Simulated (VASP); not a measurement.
Si: relaxation of cell and atoms with PBE

Crystal: Si.

```xyz
3
Lattice="1.8403 -4.2520 0.0000 1.8403 4.2520 0.0000 0.0000 0.0000 3.2607" Properties=species:S:1:pos:R:3 pbc="T T T"
Si    1.8403   -1.5141    1.6303
Si    1.8403    1.5141    1.6303
Si    1.8403    0.0000    0.0000
```

The cell was generated, and may not be a known phase.

| Property | Result |
| --- | --- |
| Program | VASP 6.6.1 |
| Task | relaxation of cell and atoms |
| Functional | PBE |
| Potentials or basis | VASP PAW PBE potentials, release 64 (Si) |
| Cutoff | 600 eV |
| k mesh | 6 × 6 × 6 |
| Occupations | gaussian, width 0.1 eV |
| Spin | no spin polarisation |
| Dipole correction | no |
| Further INCAR settings | ALGO = Normal; EDIFF = 1e-06; IBRION = 2; EDIFFG = -0.04; NSW = 90; ISIF = 3 |

```yaml
Relaxed_volume: 20.56 Å³/atom
Relaxed_cell: a = 4.986 Å, b = 4.986 Å, c = 3.617 Å, α = 90.00°, β = 90.00°, γ = 136.69°
Space_group_after_relaxing_to_0.1_Å: Cmmm (No. 65)
Energy_gained_by_relaxing: 320.6 meV/atom
Ionic_steps: 7
Pressure_after_relaxing: -0.1 GPa
Largest_force_after_relaxing: 0.007 eV/Å
Band_gap_on_the_k_mesh: zero (bands 6 and 7 overlap by 3.17 eV)
```

Forces on the atoms (eV/Å):
```
Si   0.000 -0.007  0.000
Si   0.000  0.007  0.000
Si   0.000  0.000  0.000
```

Stress tensor (GPa, compression positive):
```
-0.18  0.00  0.00
 0.00  0.18  0.00
 0.00  0.00 -0.18
```

The path:
```csv
step,energy change (eV),largest force (eV/Å),pressure (GPa),volume (Å³)
1,0.0000,0.1028,25.84,51.03
2,-0.5169,0.5460,-8.91,73.88
3,-0.9088,0.6688,-0.52,63.03
4,-0.9088,0.6662,-0.20,62.78
5,-0.9435,0.2444,-0.46,62.67
6,-0.9540,0.1260,-0.67,62.56
7,-0.9619,0.0071,-0.06,61.69
```

Final structure:
```
Si
1.0
     1.83996   -4.63441    0.00000
     1.83996    4.63441    0.00000
     0.00000    0.00000    3.61711
Si
3
Direct
  0.67151 0.32849 0.50000
  0.32849 0.67151 0.50000
  0.50000 0.50000 0.00000
```

Levels at points of the mesh, in eV from the Fermi level:
```tsv
k point	band 2	band 3	band 4	band 5	band 6	band 7	band 8	band 9	band 10
(0.00, 0.00, 0.00)	-6.24	-5.82	-2.18	-1.19	0.39	1.09	2.37	3.07	4.18
(0.50, 0.00, 0.00)	-8.27	-5.52	-3.98	-1.19	-0.35	1.59	1.90	3.04	5.39
(0.50, 0.50, 0.00)	-10.52	-2.01	-1.18	-0.90	-0.17	1.08	1.52	3.14	4.09
(0.00, 0.00, 0.50)	-8.56	-4.11	-3.60	-2.81	-0.55	-0.49	2.42	3.43	3.47
(0.50, 0.00, 0.50)	-7.50	-6.98	-4.10	-3.74	-1.51	-1.33	0.68	3.13	4.45
(0.50, 0.50, 0.50)	-7.93	-7.76	-5.35	-0.93	1.84	1.96	3.02	4.39	4.73
```

Run time: 110 s on 1 thread of Intel Xeon 6975P-C, on a shared host, peak memory 0.21 GiB.

Caveat: the volume moved by over 15 % at a fixed basis, so the end points are rough.
